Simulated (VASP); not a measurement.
# GaSb: single point with r2SCAN+D4

GaSb:

```
Sb Ga
1.0
     0.00000    2.99655    2.99655
     2.99655    0.00000    2.99655
     2.99655    2.99655    0.00000
Sb Ga
1 1
Direct
  0.75000 0.75000 0.75000
  0.00000 0.00000 0.00000
```

| Quantity | Value |
| --- | --- |
| Program | VASP 6.6.1 |
| Task | single point |
| Functional | r2SCAN |
| Dispersion | D4 |
| Potentials or basis | VASP PAW PBE potentials, release 64 (Sb, Ga_d) |
| Cutoff | 520 eV |
| k mesh | 8 × 8 × 8 |
| Occupations | fermi-dirac, width 0.05 eV |
| Spin | no spin polarisation |

```json
{
  "Pressure": "3.6 GPa",
  "Band gap on the k mesh": "0.83 eV, indirect (least direct gap 0.93 eV)",
  "Dispersion energy per atom": "-0.150 eV"
}
```

Levels at points of the mesh, in eV from the valence-band top:
```
           k point  band 5  band 6  band 7  band 8  band 9  band 10  band 11  band 12  band 13  band 14
(0.00, 0.00, 0.00)  -15.57  -12.40    0.00    0.00    0.00     0.93     2.95     2.95     2.95     6.44
(0.50, 0.00, 0.00)  -15.56  -10.51   -6.92   -1.32   -1.32     0.83     4.00     4.00     6.89    10.37
(0.50, 0.50, 0.00)  -15.56   -9.52   -7.36   -2.93   -2.93     1.04     1.36     9.69     9.69    11.36
```

Run time: 2.8 min on 1 thread of AMD EPYC 7R13, on a shared host, peak memory 0.17 GiB.

Caveat: the PAW data sets were made with another functional, which shifts forces and pressure a little; spin-orbit coupling is left out, which moves the levels of the heavy elements. r2SCAN opens gaps a little over a GGA but as a rule still falls short of measured ones.
